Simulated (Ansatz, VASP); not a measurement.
One calculation of Mg3CdTe4, two programs

```xyz
8
Lattice="4.6276 0.0000 0.0000 -2.3138 4.0076 0.0000 0.0000 0.0000 15.0717" Properties=species:S:1:pos:R:3 pbc="T T T"
Mg    0.0000    2.6718    7.4720
Mg    0.0000    2.6718   15.0706
Mg    2.3138    1.3359    3.7397
Cd    2.3138    1.3359   11.3026
Te    0.0000    2.6718    2.8244
Te    0.0000    2.6718   10.2997
Te    2.3138    1.3359    6.5630
Te    2.3138    1.3359   14.1678
```

Alike in both runs: functional PBE; k mesh 6 × 6 × 2; occupations gaussian, width 0.02 eV; no spin polarisation.

Ansatz relaxed the structure, and its values are those at the end. VASP's run is a single point on that final structure, the one shown.

|  | VASP | Ansatz |
| --- | --- | --- |
| version | VASP 6.6.1 | Ansatz 0.2.0 |
| potentials or method | VASP PAW PBE potentials, release 64 (Mg, Cd, Te), cutoff 520 eV | scalar-relativistic, plane waves, PAW |
| valence electrons in the cell | 42 | 114 |

```tsv
	VASP	Ansatz	Ansatz less VASP
gap on the k mesh at the Fermi level (eV)	1.58	1.59	+0.005
least direct gap on the mesh (eV)	1.58	1.59	+0.005
pressure (GPa)	0.0	0.0	-0.02
rms of the force components (eV/Å)	0.005	0.001	-0.0043
```

VASP's potentials hold 42 valence electrons a cell and Ansatz's 114, so a difference there can come from the potentials and not from the codes.

Spin-orbit coupling is off throughout.
